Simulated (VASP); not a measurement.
ZnF2:

```
Zn F
1.0
     4.70380    0.00000    0.00000
     0.00000    4.70380    0.00000
     0.00000    0.00000    3.13360
Zn F
2 4
Cartesian
  0.0000 0.0000 0.0000
  2.3519 2.3519 1.5668
  1.4276 1.4276 0.0000
  0.9243 3.7795 1.5668
  3.2762 3.2762 0.0000
  3.7795 0.9243 1.5668
```

| Quantity | Value |
| --- | --- |
| Program | VASP 6.6.1 |
| Task | relaxation of cell and atoms |
| Functional | PBE |
| Potentials or basis | VASP PAW PBE potentials, release 64 (Zn, F) |
| Cutoff | 600 eV |
| k mesh | 6 × 6 × 8 |
| Occupations | gaussian, width 0.02 eV |
| Spin | no spin polarisation |

At the start: pressure 6.6 GPa; volume 11.56 Å³/atom.

Problem. How do energy, volume and symmetry change on relaxing?

Solution. Over 7 steps the energy falls by 13.0 meV/atom and the volume is 12.24 Å³/atom (+5.9 %); space group P4_2/mnm (No. 136, to 0.1 Å) before and after.

Step by step:
```
step  energy change (eV)  largest force (eV/Å)  pressure (GPa)  volume (Å³)
   1              0.0000                0.0539            6.57        69.33
   2             -0.0730                0.0671           -1.23        74.19
   3             -0.0768                0.0477            0.06        73.25
   4             -0.0768                0.0493           -0.06        73.33
   5             -0.0774                0.0344           -0.05        73.38
   6             -0.0781                0.0025           -0.06        73.50
   7             -0.0781                0.0046            0.02        73.42
```

Final structure:
```
Zn F
1.0
     4.80182    0.00000    0.00000
     0.00000    4.80182    0.00000
     0.00000    0.00000    3.18443
Zn F
2 4
Cartesian
  0.0000 0.0000 3.1844
  2.4009 2.4009 1.5922
  1.4614 1.4614 0.0000
  0.9395 3.8623 1.5922
  3.3404 3.3404 0.0000
  3.8623 0.9395 1.5922
```
